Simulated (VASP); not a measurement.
# GaN (Fm-3m) in VASP: notebook

GaN is run at these levels: PBEsol, RPBE, r2SCAN+rVV10, PBE-based screened hybrid with 25 % exact exchange, PBEsol-based global hybrid with 25 % exact exchange; tasks: single point.

Everything below comes from runs of VASP 6.6.1. Logs are shortened: lines on timing, memory, paths and dates and some standing lists are left out, and cuts for length are marked.

## Step 1: The cell of the first run

It takes space group Fm-3m (No. 225, cubic). The conventional cell has a = 4.270 Å, b = 4.270 Å, c = 4.270 Å, α = 90.00°, β = 90.00°, γ = 90.00°. Within 2.8 Å of Ga (site symmetry m-3m) lie 6 N at 2.14 Å. Within 2.8 Å of N (site symmetry m-3m) lie 6 Ga at 2.14 Å.

## Step 2: Single point, PBEsol, non-collinear spin, zero start, spin-orbit coupling

INCAR reads:

```
PREC     = Accurate       # precision mode
ENCUT    = 520            # plane-wave cutoff, eV
EDIFF    = 1E-7           # SCF threshold, eV
ISMEAR   = -5             # smearing method
SIGMA    = 0.05           # smearing width, eV
LREAL    = False          # projectors in reciprocal space
LASPH    = True           # aspherical terms in the spheres
NELM     = 150            # most SCF steps
ALGO     = Normal         # electronic algorithm
ISIF     = 2              # what is computed and relaxed
LWAVE    = False          # write WAVECAR
LCHARG   = False          # write CHGCAR
LNONCOLLINEAR= True           # non-collinear magnetism
MAGMOM   = 0 0 0 0 0 0    # initial moments
LORBIT   = 11             # projections on sites
LSORBIT  = True           # spin-orbit coupling
GGA_COMPAT= False        
LORBMOM  = True         
GGA      = PS             # functional
NBANDS   = 30             # bands
```

KPOINTS reads:

```
Automatic mesh
0
Gamma
  11 11 11
```

POSCAR reads:

```
GaN
1.0
    0.0000000000      2.1352350000      2.1352350000
    2.1352350000      0.0000000000      2.1352350000
    2.1352350000      2.1352350000      0.0000000000
Ga N
1 1
Direct
    0.0000000000      0.0000000000      0.0000000000
    0.5000000000      0.5000000000      0.5000000000
```

Potentials or basis: VASP PAW PBE potentials, release 64 (Ga_d, N).

Started as:

```bash
$ cat potpaw_PBE.64/Ga_d/POTCAR potpaw_PBE.64/N/POTCAR > POTCAR
$ mpirun -np 1 vasp_ncl > vasp.out
```

OUTCAR:

```text
PREC = Accurate
   ENCUT = 520
   EDIFF = 1E-7
   ISMEAR = -5
   LREAL = False
   LASPH = True
   NELM = 150
   ISIF = 2
   LNONCOLLINEAR = True
   LORBIT = 11
   LSORBIT = True
   GGA = PS

 ion  position               nearest neighbor table
   1  0.000  0.000  0.000-   2 2.14   2 2.14   2 2.14   2 2.14   2 2.14   2 2.14
   2  0.500  0.500  0.500-   1 2.14   1 2.14   1 2.14   1 2.14   1 2.14   1 2.14

  LATTYP: Found a face centered cubic cell.
 ALAT       =     4.2704700000

  Lattice vectors:

 A1 = (   0.0000000000,   2.1352350000,   2.1352350000)
 A2 = (   2.1352350000,   0.0000000000,   2.1352350000)
 A3 = (   2.1352350000,   2.1352350000,   0.0000000000)

Analysis of symmetry for initial positions (statically):
=====================================================================
 Subroutine PRICEL returns:
 Original cell was already a primitive cell.

 Routine SETGRP: Setting up the symmetry group for a
 face centered cubic supercell.

 Subroutine GETGRP returns: Found 48 space group operations
 (whereof 48 operations were pure point group operations)
 out of a pool of 48 trial point group operations.

The static configuration has the point symmetry O_h .

Analysis of symmetry for dynamics (positions and initial velocities):
=====================================================================
 Subroutine PRICEL returns:
 Original cell was already a primitive cell.

 Routine SETGRP: Setting up the symmetry group for a
 face centered cubic supercell.

 Subroutine GETGRP returns: Found 48 space group operations
 (whereof 48 operations were pure point group operations)
 out of a pool of 48 trial point group operations.

The dynamic configuration has the point symmetry O_h .

Analysis of structural, dynamic, and magnetic symmetry:
=====================================================================
 Subroutine PRICEL returns:
 Original cell was already a primitive cell.

 Routine SETGRP: Setting up the symmetry group for a
 face centered cubic supercell.

 Subroutine GETGRP returns: Found 48 space group operations
 (whereof 48 operations were pure point group operations)
 out of a pool of 48 trial point group operations.

The overall configuration has the point symmetry O_h .

 Subroutine INISYM returns: Found 48 space group operations
 (whereof 48 operations are pure point group operations),
 and found     1 'primitive' translations
[... 972 lines left out ...]
      0.00000      0.00000      0.00000         0.000000      0.000000      0.000000
      2.13524      2.13524      2.13524        -0.000000     -0.000000     -0.000000
 -----------------------------------------------------------------------------------
    total drift:                                0.000000     -0.000000     -0.000000

  FREE ENERGIE OF THE ION-ELECTRON SYSTEM (eV)
  ---------------------------------------------------
  free  energy   TOTEN  =       -12.2501271987 eV

  energy  without entropy=      -12.2501271987  energy(sigma->0) =      -12.25012720

 orbital moment (x)

 # of ion     p       d       tot
 ----------------------------------------
  1         0.000  -0.000  -0.000
  2         0.000   0.000   0.000
 ----------------------------------------
            0.000  -0.000  -0.000

 orbital moment (y)

 # of ion     p       d       tot
 ----------------------------------------
  1         0.000  -0.000  -0.000
  2         0.000   0.000   0.000
 ----------------------------------------
            0.000  -0.000  -0.000

 orbital moment (z)

 # of ion     p       d       tot
 ----------------------------------------
  1         0.000   0.000   0.000
  2         0.000   0.000   0.000
 ----------------------------------------
            0.000   0.000   0.000

 Spin-Orbit-Coupling matrix elements

 Ion:    1  E_soc:     -0.0095589
 l=   1
     0.0000000    -0.0008160    -0.0008160
    -0.0008160     0.0000000    -0.0008160
    -0.0008160    -0.0008160     0.0000000
 l=   2
     0.0000000    -0.0001638     0.0000000    -0.0001638    -0.0006133
    -0.0001638     0.0000000    -0.0004600    -0.0001638    -0.0001533
     0.0000000    -0.0004600     0.0000000    -0.0004600     0.0000000
    -0.0001638    -0.0001638    -0.0004600     0.0000000    -0.0001533
    -0.0006133    -0.0001533     0.0000000    -0.0001533     0.0000000
 l=   3
     0.0000000     0.0000000     0.0000000     0.0000000     0.0000000     0.0000000     0.0000000
     0.0000000     0.0000000     0.0000000     0.0000000     0.0000000     0.0000000     0.0000000
     0.0000000     0.0000000     0.0000000     0.0000000     0.0000000     0.0000000     0.0000000
     0.0000000     0.0000000     0.0000000     0.0000000     0.0000000     0.0000000     0.0000000
     0.0000000     0.0000000     0.0000000     0.0000000     0.0000000     0.0000000     0.0000000
     0.0000000     0.0000000     0.0000000     0.0000000     0.0000000     0.0000000     0.0000000
     0.0000000     0.0000000     0.0000000     0.0000000     0.0000000     0.0000000     0.0000000

 Ion:    2  E_soc:     -0.0000811
 l=   1
     0.0000000    -0.0000135    -0.0000135
    -0.0000135     0.0000000    -0.0000135
    -0.0000135    -0.0000135     0.0000000
 l=   2
     0.0000000     0.0000000     0.0000000     0.0000000     0.0000000
     0.0000000     0.0000000     0.0000000     0.0000000     0.0000000
     0.0000000     0.0000000     0.0000000     0.0000000     0.0000000
     0.0000000     0.0000000     0.0000000     0.0000000     0.0000000
     0.0000000     0.0000000     0.0000000     0.0000000     0.0000000
 l=   3
     0.0000000     0.0000000     0.0000000     0.0000000     0.0000000     0.0000000     0.0000000
     0.0000000     0.0000000     0.0000000     0.0000000     0.0000000     0.0000000     0.0000000
     0.0000000     0.0000000     0.0000000     0.0000000     0.0000000     0.0000000     0.0000000
     0.0000000     0.0000000     0.0000000     0.0000000     0.0000000     0.0000000     0.0000000
     0.0000000     0.0000000     0.0000000     0.0000000     0.0000000     0.0000000     0.0000000
     0.0000000     0.0000000     0.0000000     0.0000000     0.0000000     0.0000000     0.0000000
     0.0000000     0.0000000     0.0000000     0.0000000     0.0000000     0.0000000     0.0000000

 total charge

# of ion       s       p       d       tot
------------------------------------------
    1        0.717   0.717  10.176  11.610
    2        1.237   2.450   0.000   3.687
--------------------------------------------------
tot          1.954   3.167  10.176  15.296

 magnetization (x)

# of ion       s       p       d       tot
------------------------------------------
    1        0.000  -0.000   0.000  -0.000
    2        0.000   0.000   0.000   0.000
--------------------------------------------------
tot          0.000  -0.000   0.000  -0.000

 magnetization (y)

# of ion       s       p       d       tot
------------------------------------------
    1        0.000  -0.000  -0.000  -0.000
    2        0.000   0.000   0.000   0.000
--------------------------------------------------
tot          0.000  -0.000  -0.000  -0.000

 magnetization (z)

# of ion       s       p       d       tot
------------------------------------------
    1        0.000  -0.000   0.000  -0.000
    2        0.000   0.000   0.000   0.000
--------------------------------------------------
tot          0.000  -0.000   0.000  -0.000
```

Wall time 1.9 min (1 thread of Intel Xeon 8259CL, shared host); peak memory 0.23 GiB.

Results:

```yaml
Free_energy: -12.2501 eV
Pressure: -7.3 GPa
Net_moment: 0.00 μB per cell
Valence_electrons_inside_the_program's_atomic_spheres: Ga 11.61; N 3.69
```

Moments on the atoms (μB; x, y, z):
```
Ga  0.00 0.00 0.00
N   0.00 0.00 0.00
```

Caveat: the cell stands under tension; the PAW data sets were made with another functional, which shifts forces and pressure a little.

## Step 3: Single point, RPBE, non-collinear spin, zero start, spin-orbit coupling (10.51 Å³/atom)

This run uses another cell than the first one, of 10.51 Å³/atom.

INCAR reads:

```
PREC = Accurate
ENCUT = 520
EDIFF = 1E-6
ISMEAR = -1
SIGMA = 0.15
LREAL = F
LASPH = T
NELM = 150
ALGO = Normal
ISIF = 2
LWAVE = F
LCHARG = T
MAGMOM = 0 0 0 0 0 0
LORBIT = 11
LSORBIT = T
GGA_COMPAT = F
LORBMOM = T
GGA = RP
LVHAR = T
NBANDS = 30
```

KPOINTS reads:

```
regular mesh
0
Gamma
  11 11 11
```

POSCAR reads:

```
GaN
1.0
    0.0000000000      2.1907202943      2.1907202943
    2.1907202943      0.0000000000      2.1907202943
    2.1907202943      2.1907202943      0.0000000000
Ga N
1 1
Direct
    0.0000000000      0.0000000000      0.0000000000
    0.5000000000      0.5000000000      0.5000000000
```

Potentials or basis: VASP PAW PBE potentials, release 64 (Ga_d, N).

Started as:

```bash
$ cat potpaw_PBE.64/Ga_d/POTCAR potpaw_PBE.64/N/POTCAR > POTCAR
$ mpirun -np 1 vasp_ncl > vasp.out
```

OUTCAR:

```text
PREC = Accurate
   ENCUT = 520
   EDIFF = 1E-6
   ISMEAR = -1
   LREAL = F
   LASPH = T
   NELM = 150
   ISIF = 2
   LORBIT = 11
   LSORBIT = T
   GGA = RP

 ion  position               nearest neighbor table
   1  0.000  0.000  0.000-   2 2.19   2 2.19   2 2.19   2 2.19   2 2.19   2 2.19
   2  0.500  0.500  0.500-   1 2.19   1 2.19   1 2.19   1 2.19   1 2.19   1 2.19

  LATTYP: Found a face centered cubic cell.
 ALAT       =     4.3814405886

  Lattice vectors:

 A1 = (   0.0000000000,   2.1907202943,   2.1907202943)
 A2 = (   2.1907202943,   0.0000000000,   2.1907202943)
 A3 = (   2.1907202943,   2.1907202943,   0.0000000000)

Analysis of symmetry for initial positions (statically):
=====================================================================
 Subroutine PRICEL returns:
 Original cell was already a primitive cell.

 Routine SETGRP: Setting up the symmetry group for a
 face centered cubic supercell.

 Subroutine GETGRP returns: Found 48 space group operations
 (whereof 48 operations were pure point group operations)
 out of a pool of 48 trial point group operations.

The static configuration has the point symmetry O_h .

Analysis of symmetry for dynamics (positions and initial velocities):
=====================================================================
 Subroutine PRICEL returns:
 Original cell was already a primitive cell.

 Routine SETGRP: Setting up the symmetry group for a
 face centered cubic supercell.

 Subroutine GETGRP returns: Found 48 space group operations
 (whereof 48 operations were pure point group operations)
 out of a pool of 48 trial point group operations.

The dynamic configuration has the point symmetry O_h .

Analysis of structural, dynamic, and magnetic symmetry:
=====================================================================
 Subroutine PRICEL returns:
[... 999 lines left out ...]
           -0.000  -0.000  -0.000

 orbital moment (y)

 # of ion     p       d       tot
 ----------------------------------------
  1         0.000   0.000   0.000
  2        -0.000   0.000  -0.000
 ----------------------------------------
            0.000   0.000   0.000

 orbital moment (z)

 # of ion     p       d       tot
 ----------------------------------------
  1         0.000   0.000   0.000
  2         0.000   0.000   0.000
 ----------------------------------------
            0.000   0.000   0.000

 Spin-Orbit-Coupling matrix elements

 Ion:    1  E_soc:     -0.0090133
 l=   1
     0.0000000    -0.0007394    -0.0007394
    -0.0007394     0.0000000    -0.0007394
    -0.0007394    -0.0007394     0.0000000
 l=   2
     0.0000000    -0.0001596     0.0000000    -0.0001596    -0.0006033
    -0.0001596     0.0000000    -0.0004525    -0.0001596    -0.0001508
     0.0000000    -0.0004525     0.0000000    -0.0004525     0.0000000
    -0.0001596    -0.0001596    -0.0004525     0.0000000    -0.0001508
    -0.0006033    -0.0001508     0.0000000    -0.0001508     0.0000000
 l=   3
     0.0000000     0.0000000     0.0000000     0.0000000     0.0000000     0.0000000     0.0000000
     0.0000000     0.0000000     0.0000000     0.0000000     0.0000000     0.0000000     0.0000000
     0.0000000     0.0000000     0.0000000     0.0000000     0.0000000     0.0000000     0.0000000
     0.0000000     0.0000000     0.0000000     0.0000000     0.0000000     0.0000000     0.0000000
     0.0000000     0.0000000     0.0000000     0.0000000     0.0000000     0.0000000     0.0000000
     0.0000000     0.0000000     0.0000000     0.0000000     0.0000000     0.0000000     0.0000000
     0.0000000     0.0000000     0.0000000     0.0000000     0.0000000     0.0000000     0.0000000

 Ion:    2  E_soc:     -0.0000838
 l=   1
     0.0000000    -0.0000140    -0.0000140
    -0.0000140     0.0000000    -0.0000140
    -0.0000140    -0.0000140     0.0000000
 l=   2
     0.0000000     0.0000000     0.0000000     0.0000000     0.0000000
     0.0000000     0.0000000     0.0000000     0.0000000     0.0000000
     0.0000000     0.0000000     0.0000000     0.0000000     0.0000000
     0.0000000     0.0000000     0.0000000     0.0000000     0.0000000
     0.0000000     0.0000000     0.0000000     0.0000000     0.0000000
 l=   3
     0.0000000     0.0000000     0.0000000     0.0000000     0.0000000     0.0000000     0.0000000
     0.0000000     0.0000000     0.0000000     0.0000000     0.0000000     0.0000000     0.0000000
     0.0000000     0.0000000     0.0000000     0.0000000     0.0000000     0.0000000     0.0000000
     0.0000000     0.0000000     0.0000000     0.0000000     0.0000000     0.0000000     0.0000000
     0.0000000     0.0000000     0.0000000     0.0000000     0.0000000     0.0000000     0.0000000
     0.0000000     0.0000000     0.0000000     0.0000000     0.0000000     0.0000000     0.0000000
     0.0000000     0.0000000     0.0000000     0.0000000     0.0000000     0.0000000     0.0000000

 total charge

# of ion       s       p       d       tot
------------------------------------------
    1        0.713   0.639  10.126  11.478
    2        1.256   2.405   0.000   3.661
--------------------------------------------------
tot          1.970   3.043  10.126  15.139

 magnetization (x)

# of ion       s       p       d       tot
------------------------------------------
    1        0.000   0.000  -0.000   0.000
    2        0.000   0.000   0.000   0.000
--------------------------------------------------
tot          0.000   0.000  -0.000   0.000

 magnetization (y)

# of ion       s       p       d       tot
------------------------------------------
    1        0.000   0.000   0.000   0.000
    2        0.000   0.000   0.000   0.000
--------------------------------------------------
tot          0.000   0.000   0.000   0.000

 magnetization (z)

# of ion       s       p       d       tot
------------------------------------------
    1        0.000  -0.000  -0.000  -0.000
    2       -0.000   0.000   0.000   0.000
--------------------------------------------------
tot         -0.000   0.000  -0.000   0.000
```

Run time: 2.4 min. Hardware: 1 thread of Intel Xeon 8259CL, shared host; peak memory 0.23 GiB.

What came out:

* Free energy: -10.3293 eV
* Pressure: -8.7 GPa
* Net moment: 0.00 μB per cell
* Valence electrons inside the program's atomic spheres: Ga 11.48; N 3.66

Moments on the atoms (μB; x, y, z):
```
Ga  0.00 0.00 0.00
N   0.00 0.00 0.00
```

Caveat: the cell stands under tension; the PAW data sets were made with another functional, which shifts forces and pressure a little.

## Step 4: Single point, r2SCAN+rVV10, non-collinear spin, zero start, spin-orbit coupling

POSCAR reads:

```
GaN
1.0
    0.0000000000      2.1352350000      2.1352350000
    2.1352350000      0.0000000000      2.1352350000
    2.1352350000      2.1352350000      0.0000000000
Ga N
1 1
Direct
    0.0000000000      0.0000000000      0.0000000000
    0.5000000000      0.5000000000      0.5000000000
```

INCAR.step1 reads:

```
PREC = Accurate ; ENCUT = 520
ISMEAR = 0 ; SIGMA = 0.01
LREAL = False ; LASPH = True
NELM = 150 ; MAGMOM = 0 0 0 0 0 0
LSORBIT = True ; GGA_COMPAT = False
NBANDS = 30 ; GGA = PE
ALGO = Normal ; EDIFF = 1E-4
LWAVE = True ; LCHARG = False
```

INCAR.step2 reads:

```
PREC = Accurate ; ENCUT = 520
EDIFF = 1E-7 ; ISMEAR = 0
SIGMA = 0.01 ; LREAL = False
LASPH = True ; NELM = 150
ALGO = Normal ; ISIF = 2
LWAVE = False ; LCHARG = False
MAGMOM = 0 0 0 0 0 0 ; LORBIT = 11
LSORBIT = True ; GGA_COMPAT = False
LORBMOM = True ; METAGGA = R2SCAN
LMIXTAU = True ; LUSE_VDW = True
IVDW_NL = 2 ; BPARAM = 11.95
CPARAM = 0.0093 ; NBANDS = 30
ISTART = 1
```

KPOINTS is that of step 3.

Started as:

```bash
$ cat potpaw_PBE.64/Ga_d/POTCAR potpaw_PBE.64/N/POTCAR > POTCAR
$ cp INCAR.step1 INCAR
$ mpirun -np 1 vasp_ncl > vasp.out
$ cp INCAR.step2 INCAR
$ mpirun -np 1 vasp_ncl > vasp.out
```

It took 10 min on 1 thread of Intel Xeon 8259CL, shared host; peak memory 0.34 GiB.

Results (log left out):

| Property | Result |
| --- | --- |
| Free energy | -20.5222 eV |
| Pressure | -9.0 GPa |
| Net moment | 0.00 μB per cell |
| Valence electrons inside the program's atomic spheres | Ga 11.55; N 3.74 |

Moments on the atoms (μB; x, y, z):
```
Ga  0.00 0.00 0.00
N   0.00 0.00 0.00
```

Caveat: the cell stands under tension; the PAW data sets were made with another functional, which shifts forces and pressure a little.

(Part 1 of 2 ends here.)
